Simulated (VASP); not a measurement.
# Fe (Im-3m) in VASP: further runs

Aim: see how the results for Fe move with the level of theory and the settings. Levels: BLYP, RPBE+D3(BJ), LDA. Tasks: single point, relaxation of cell and atoms.

All numbers are computed with VASP 6.6.1; they aren't measurements. Logs are shortened: lines on timing, memory, paths and dates and some standing lists are left out, and cuts for length are marked.

## 1. The cell of the first run

It takes space group Im-3m (No. 229, cubic). Conventional cell: a = 2.870 Å, b = 2.870 Å, c = 2.870 Å, α = 90.00°, β = 90.00°, γ = 90.00°. Within 3.3 Å of Fe (site symmetry m-3m) lie 14 Fe at 2.49 to 2.87 Å.

## 2. Single point, BLYP, collinear spin, ferromagnetic start

File INCAR:

```
  AGGAC = 1.0
  AGGAX = 1.0
  ALDAC = 0.0
  ALDAX = 1.0
  ALGO = Normal
  EDIFF = 1E-7
  ENCUT = 520
  GGA = B5
  ISIF = 2
  ISMEAR = -1
  ISPIN = 2
  LASPH = T
  LCHARG = T
  LELF = T
  LMAXMIX = 4
  LORBIT = 11
  LREAL = F
  LVHAR = T
  LWAVE = F
  MAGMOM = 3
  NBANDS = 14
  NELM = 150
  PREC = Accurate
  SIGMA = 0.05
```

File KPOINTS:

```
k-points
0
Gamma
  13 13 13
```

File POSCAR:

```
Fe
1.0
   -1.4347644732      1.4347644732      1.4347644732
    1.4347644732     -1.4347644732      1.4347644732
    1.4347644732      1.4347644732     -1.4347644732
Fe
1
Direct
    0.0000000000      0.0000000000      0.0000000000
```

Potentials or basis: VASP PAW PBE potentials, release 64 (Fe).

Run with:

```bash
> cat potpaw_PBE.64/Fe/POTCAR > POTCAR
> mpirun -np 1 vasp_std > vasp.out
```

OUTCAR:

```text
EDIFF = 1E-7
   ENCUT = 520
   GGA = B5
   ISIF = 2
   ISMEAR = -1
   ISPIN = 2
   LASPH = T
   LORBIT = 11
   LREAL = F
   NELM = 150
   PREC = Accurate

 ion  position               nearest neighbor table
   1  0.000  0.000  0.000-

  LATTYP: Found a body centered cubic cell.
 ALAT       =     2.8695289464

  Lattice vectors:

 A1 = (  -1.4347644732,   1.4347644732,   1.4347644732)
 A2 = (   1.4347644732,  -1.4347644732,   1.4347644732)
 A3 = (   1.4347644732,   1.4347644732,  -1.4347644732)

Analysis of symmetry for initial positions (statically):
=====================================================================
 Subroutine PRICEL returns:
 Original cell was already a primitive cell.

 Routine SETGRP: Setting up the symmetry group for a
 body centered cubic supercell.

 Subroutine GETGRP returns: Found 48 space group operations
 (whereof 48 operations were pure point group operations)
 out of a pool of 48 trial point group operations.

The static configuration has the point symmetry O_h .

Analysis of symmetry for dynamics (positions and initial velocities):
=====================================================================
 Subroutine PRICEL returns:
 Original cell was already a primitive cell.

 Routine SETGRP: Setting up the symmetry group for a
 body centered cubic supercell.

 Subroutine GETGRP returns: Found 48 space group operations
 (whereof 48 operations were pure point group operations)
 out of a pool of 48 trial point group operations.

The dynamic configuration has the point symmetry O_h .

Analysis of structural, dynamic, and magnetic symmetry:
=====================================================================
 Subroutine PRICEL returns:
 Original cell was already a primitive cell.

 Routine SETGRP: Setting up the symmetry group for a
 body centered cubic supercell.

 Subroutine GETGRP returns: Found 48 space group operations
 (whereof 48 operations were pure point group operations)
 out of a pool of 48 trial point group operations.

The overall configuration has the point symmetry O_h .

 Subroutine INISYM returns: Found 48 space group operations
 (whereof 48 operations are pure point group operations),
 and found     1 'primitive' translations

----------------------------------------------------------------------------------------

                                     Primitive cell

  volume of cell :      11.8141

  direct lattice vectors                    reciprocal lattice vectors
    -1.434764473  1.434764473  1.434764473     0.000000000  0.348489253  0.348489253
[... 115 lines left out ...]
 spin polarized calculation
  energy-cutoff  :      520.00
  volume of cell :       11.81
 maximum number of plane-waves:       330
   NGX =  9   NGY =  9   NGZ =  9

 number of electron       7.9999996 magnetization       2.1759974

 Free energy of the ion-electron system (eV)
  ---------------------------------------------------
  ext. energy  EPLUGINS =         0.00000000
  ---------------------------------------------------
  free energy    TOTEN  =        -7.17994114 eV

  energy without entropy =       -7.16991247  energy(sigma->0) =       -7.17492680

 E-fermi :   5.9085     XC(G=0): -12.2891

 val. band max:        5.9062820839   @ k =  -0.4615   0.4615   0.4615
 cond. band min:       5.9208627218   @ k =  -0.4615  -0.4615   0.3846
 fundamental gap:      0.0145806379
 Fermi energy:         5.9085373166

 spin component 1

 k-point     1 :       0.0000    0.0000    0.0000
  band No.  band energies     occupation
      1      -2.1260      1.00000
      2       3.7045      1.00000
      3       3.7045      1.00000
      4       3.7045      1.00000
      5       4.8491      1.00000
      6       4.8491      1.00000
      7      30.8507      0.00000
      8      30.8507      0.00000
      9      30.8507      0.00000
     10      35.7039      0.00000
     11      35.7039      0.00000
     12      37.4794      0.00000
     13      37.4794      0.00000
     14      37.4794      0.00000
[... 379 lines left out ...]
      3       3.3478      1.00000
      4       4.8068      1.00000
      5       4.9451      1.00000
      6       6.0527      0.05296
      7      19.1088      0.00000
      8      23.2254      0.00000
      9      24.7123      0.00000
     10      32.4500      0.00000
     11      36.0860      0.00000
     12      38.4215      0.00000
     13      40.2784      0.00000
     14      43.4855      0.00000

 [... further k-points ...]

 spin component 2

 k-point     1 :       0.0000    0.0000    0.0000
  band No.  band energies     occupation
      1      -1.9737      1.00000
      2       5.5117      0.99964
      3       5.5118      0.99964
      4       5.5118      0.99964
      5       7.5102      0.00000
      6       7.5104      0.00000
      7      30.6134      0.00000
      8      30.6134      0.00000
      9      30.6134      0.00000
     10      35.9490      0.00000
     11      35.9490      0.00000
     12      38.2102      0.00000
     13      38.2102      0.00000
     14      38.2119      0.00000
[... 379 lines left out ...]
      3       4.8537      1.00000
      4       7.3127      0.00000
      5       7.6202      0.00000
      6       7.9083      0.00000
      7      19.8184      0.00000
      8      23.6111      0.00000
      9      25.3435      0.00000
     10      32.4903      0.00000
     11      36.6196      0.00000
     12      38.6768      0.00000
     13      40.5657      0.00000
     14      43.9261      0.00000

 [... further k-points ...]
[... 5 lines left out ...]
  --------------------------------------------------------------------------------------
  -------------------------------------------------------------------------------------
  Total        0.0270848      0.0270848      0.0270848      0.0000000     -0.0000000      0.0000000
  in kB        3.6731178      3.6731178      3.6731178      0.0000000     -0.0000000      0.0000000
  external PRESSURE =       3.6731178 kB  Pullay stress =       0.0000000 kB

 VOLUME and BASIS-vectors are now :
 -----------------------------------------------------------------------------
  energy-cutoff  :      520.00
  volume of cell :       11.81
      direct lattice vectors                 reciprocal lattice vectors
    -1.434764473  1.434764473  1.434764473     0.000000000  0.348489253  0.348489253
     1.434764473 -1.434764473  1.434764473     0.348489253  0.000000000  0.348489253
     1.434764473  1.434764473 -1.434764473     0.348489253  0.348489253  0.000000000

 POSITION                                       TOTAL-FORCE (eV/Angst)
 -----------------------------------------------------------------------------------
      0.00000      0.00000      0.00000         0.000000     -0.000000     -0.000000
 -----------------------------------------------------------------------------------
    total drift:                                0.000000     -0.000000      0.000000

  FREE ENERGIE OF THE ION-ELECTRON SYSTEM (eV)
  ---------------------------------------------------
  free  energy   TOTEN  =        -7.1799411399 eV

  energy  without entropy=       -7.1699124661  energy(sigma->0) =       -7.17492680

 total charge

# of ion       s       p       d       tot
------------------------------------------
    1        0.471   0.488   6.274   7.234

 magnetization (x)

# of ion       s       p       d       tot
------------------------------------------
    1       -0.015  -0.053   2.244   2.176
```

stdout:

```text
POSCAR found type information on POSCAR Fe
 POSCAR found :  1 types and       1 ions
 scaLAPACK will be used
 -----------------------------------------------------------------------------
|                                                                             |
|                                                                             |
|     You enforced a specific xc type in the INCAR file but a different       |
|     I HOPE YOU KNOW WHAT YOU ARE DOING!                                     |
|                                                                             |
 -----------------------------------------------------------------------------

 LDA part: xc-table for (Slater(with rela. corr.)+VWN5), standard interpolation
 POSCAR, INCAR and KPOINTS ok, starting setup
 FFT: planning ... GRIDC
 FFT: planning ... GRID_SOFT
 FFT: planning ... GRID
 WAVECAR not read
 entering main loop
```

It used 34 s of CPU time on 1 thread of AMD EPYC 7R13 Processor (Zen 3) (shared host).

Results:

```yaml
Free_energy: -7.1799 eV
Pressure: 0.4 GPa
Net_moment: 2.18 μB per cell
Site_moments: Fe +2.18 μB
Valence_electrons_inside_the_program's_atomic_spheres: Fe 7.23
```

Levels at points of the mesh, in eV from the Fermi level:
Spin up:
```csv
k point,band 2,band 3,band 4,band 5,band 6,band 7,band 8,band 9
"(0.00, 0.00, 0.00)",-2.20,-2.20,-2.20,-1.06,-1.06,24.94,24.94,24.94
```
Spin down:
```tsv
k point	band 1	band 2	band 3	band 4	band 5	band 6	band 7	band 8
(0.00, 0.00, 0.00)	-7.88	-0.40	-0.40	-0.40	1.60	1.60	24.70	24.70
```

Caveat: the PAW data sets were made with another functional, which shifts forces and pressure a little.

## 3. Relaxation of cell and atoms, BLYP, collinear spin, ferromagnetic start

This run uses another cell than the first one, of 12.02 Å³/atom, 1.017 times its volume.

File INCAR:

```
SYSTEM = Fe
PREC = Accurate
ENCUT = 600
EDIFF = 1E-6
ISMEAR = -1
SIGMA = 0.05
LREAL = .FALSE.
LASPH = .TRUE.
NELM = 150
ALGO = Normal
ISIF = 3
LWAVE = .FALSE.
LCHARG = .FALSE.
ISPIN = 2
MAGMOM = 3
LORBIT = 11
LMAXMIX = 4
GGA = B5
ALDAX = 1.0
AGGAX = 1.0
AGGAC = 1.0
ALDAC = 0.0
IBRION = 2
NSW = 60
EDIFFG = -0.01
```

File KPOINTS:

```
regular mesh
0
G
  13 13 13
  0 0 0
```

File POSCAR:

```
Fe
1.0
   -1.4430000000      1.4430000000      1.4430000000
    1.4430000000     -1.4430000000      1.4430000000
    1.4430000000      1.4430000000     -1.4430000000
Fe
1
Direct
    0.0000000000      0.0000000000      0.0000000000
```

Potentials or basis: VASP PAW PBE potentials, release 64 (Fe).

Run with:

```bash
> cat potpaw_PBE.64/Fe/POTCAR > POTCAR
> mpirun -np 1 vasp_std > vasp.out
```

Wall time 82 s (1 thread of AMD EPYC 7R13 (Zen 3), shared host); peak memory 0.12 GiB.

Results (log left out):

| Property | Result |
| --- | --- |
| Free energy | -7.1801 eV |
| Relaxed volume | 11.84 Å³/atom |
| Relaxed cell | a = 2.487 Å, b = 2.487 Å, c = 2.487 Å, α = 109.47°, β = 109.47°, γ = 109.47° |
| Space group after relaxing (to 0.05 Å) | Im-3m (No. 229) |
| Energy gained by relaxing | 1.3 meV/atom |
| Ionic steps | 3 |
| Pressure after relaxing | 0.0 GPa |
| Net moment | 2.18 μB per cell |
| Site moments | Fe +2.18 μB |
| Valence electrons inside the program's atomic spheres | Fe 7.23 |

Step by step:
```tsv
step	energy change (eV)	largest force (eV/Å)	pressure (GPa)	volume (Å³)
1	0.0000	0.0000	-2.15	12.02
2	-0.0009	0.0000	1.09	11.74
3	-0.0013	0.0000	-0.01	11.84
```

Final structure:
```yaml
crystal:
  lattice:
    - [-1.43568, 1.43568, 1.43568]
    - [1.43568, -1.43568, 1.43568]
    - [1.43568, 1.43568, -1.43568]
  atoms:
    - { symbol: Fe, position: [0.00000, 0.00000, 0.00000] }
```

Levels at points of the mesh, in eV from the Fermi level:
Spin up:
```
           k point  band 1  band 2  band 3  band 4  band 5  band 6  band 7  band 8  band 9  band 10
(0.00, 0.00, 0.00)   -8.02   -2.20   -2.20   -2.20   -1.06   -1.06   24.92   24.92   24.92    29.76
```
Spin down:
| k point | band 1 | band 2 | band 3 | band 4 | band 5 | band 6 | band 7 |
| --- | --- | --- | --- | --- | --- | --- | --- |
| (0.00, 0.00, 0.00) | -7.87 | -0.39 | -0.39 | -0.39 | 1.61 | 1.61 | 24.69 |

Caveat: the PAW data sets were made with another functional, which shifts forces and pressure a little.

## 4. Relaxation of cell and atoms, RPBE+D3(BJ), collinear spin, ferromagnetic start

This run uses another cell than the first one, of 12.02 Å³/atom, 1.017 times its volume.

File INCAR:

```
PREC = Accurate
ENCUT = 600
EDIFF = 1E-6
ISMEAR = -1
SIGMA = 0.05
LREAL = F
LASPH = T
NELM = 150
ALGO = Normal
ISIF = 3
LWAVE = F
LCHARG = F
ISPIN = 2
MAGMOM = 3
LORBIT = 11
LMAXMIX = 4
GGA = RP
IVDW = 12
IBRION = 2
NSW = 60
EDIFFG = -0.01
```

File KPOINTS:

```
regular mesh
0
Gamma
  13 13 13
```

POSCAR is that of step 3.

Run with:

```bash
> cat potpaw_PBE.64/Fe/POTCAR > POTCAR
> mpirun -np 1 vasp_std > vasp.out
```

It took 1.9 min on 1 thread of AMD EPYC 7R13 (Zen 3), shared host; peak memory 0.13 GiB.

The run converged. Its results:

```yaml
Free_energy: -9.7139 eV
Relaxed_volume: 10.25 Å³/atom
Relaxed_cell: a = 2.370 Å, b = 2.370 Å, c = 2.370 Å, α = 109.47°, β = 109.47°, γ = 109.47°
Space_group_after_relaxing_to_0.05_Å: Im-3m (No. 229)
Energy_gained_by_relaxing: 179.7 meV/atom
Ionic_steps: 7
Pressure_after_relaxing: 0.0 GPa
Band_gap_on_the_k_mesh: zero (filled and empty bands overlap)
Net_moment: 2.02 μB per cell
Site_moments: Fe +2.00 μB
Valence_electrons_inside_the_program's_atomic_spheres: Fe 7.50
Dispersion_energy_per_atom: -2.076 eV
```

The path:
| step | energy change (eV) | largest force (eV/Å) | pressure (GPa) | volume (Å³) |
| --- | --- | --- | --- | --- |
| 1 | 0.0000 | 0.0000 | -26.63 | 12.02 |
| 2 | 0.0210 | 0.0000 | 51.96 | 8.87 |
| 3 | -0.1796 | 0.0000 | -0.95 | 10.29 |
| 4 | -0.1797 | 0.0000 | -0.17 | 10.26 |
| 5 | -0.1797 | 0.0000 | 0.68 | 10.23 |
| 6 | -0.1796 | 0.0000 | -0.75 | 10.29 |
| 7 | -0.1797 | 0.0000 | 0.03 | 10.25 |

Final structure:
```
Fe
1.0
    -1.36854    1.36854    1.36854
     1.36854   -1.36854    1.36854
     1.36854    1.36854   -1.36854
Fe
1
Direct
  0.00000 0.00000 0.00000
```

Levels at points of the mesh, in eV from the Fermi level:
Spin up:
| k point | band 1 | band 2 | band 3 | band 4 | band 5 | band 6 | band 7 | band 8 | band 9 | band 10 |
| --- | --- | --- | --- | --- | --- | --- | --- | --- | --- | --- |
| (0.00, 0.00, 0.00) | -9.11 | -2.59 | -2.59 | -2.59 | -1.18 | -1.18 | 25.93 | 25.93 | 25.93 | 31.73 |
Spin down:
```csv
k point,band 1,band 2,band 3,band 4,band 5,band 6,band 7,band 8
"(0.00, 0.00, 0.00)",-8.97,-0.83,-0.83,-0.83,1.52,1.52,25.66,25.66
```

Caveat: the PAW data sets were made with another functional, which shifts forces and pressure a little; the volume moved by -15 % from the deposited cell, more than functionals usually miss; pairwise dispersion overbinds metals, which lowers pressure and volume.

## 5. Single point, LDA, collinear spin, ferromagnetic start (volume scaled by 0.94)

File INCAR:

```
PREC = Accurate ; ENCUT = 520
EDIFF = 1E-7 ; ISMEAR = -1
SIGMA = 0.05 ; LREAL = False
LASPH = True ; NELM = 150
ALGO = Normal ; ISIF = 2
LWAVE = False ; LCHARG = False
ISPIN = 2 ; MAGMOM = 3
LORBIT = 11 ; LMAXMIX = 4
NBANDS = 14
```

File KPOINTS:

```
Automatic mesh
0
Gamma
  13 13 13
```

File POSCAR:

```
Fe
1.0
   -1.4135427549      1.4135427549      1.4135427549
    1.4135427549     -1.4135427549      1.4135427549
    1.4135427549      1.4135427549     -1.4135427549
Fe
1
Direct
    0.0000000000      0.0000000000      0.0000000000
```

Potentials or basis: VASP PAW LDA potentials, release 64 (Fe).

Run with:

```bash
> cat potpaw_LDA.64/Fe/POTCAR > POTCAR
> mpirun -np 1 vasp_std > vasp.out
```

It took 15 s on 1 thread of Intel Xeon 6975P-C, shared host; peak memory 0.13 GiB.

Results (log left out):

```
Free energy                                           : -9.1729 eV
Pressure                                              : -18.4 GPa
Net moment                                            : 2.06 μB per cell
Site moments                                          : Fe +2.04 μB
Valence electrons inside the program's atomic spheres : Fe 7.29
```

Levels at points of the mesh, in eV from the Fermi level:
Spin up:
```csv
k point,band 1,band 2,band 3,band 4,band 5,band 6,band 7,band 8,band 9,band 10
"(0.00, 0.00, 0.00)",-8.58,-2.31,-2.31,-2.31,-0.95,-0.95,24.90,24.90,24.90,30.07
```
Spin down:
```csv
k point,band 1,band 2,band 3,band 4,band 5,band 6,band 7,band 8
"(0.00, 0.00, 0.00)",-8.23,-0.62,-0.62,-0.62,1.24,1.24,25.04,25.04
```

Caveat: the cell differs from its parent crystal (volume scaled by 0.94).

(Continued in part 2 of 2.)
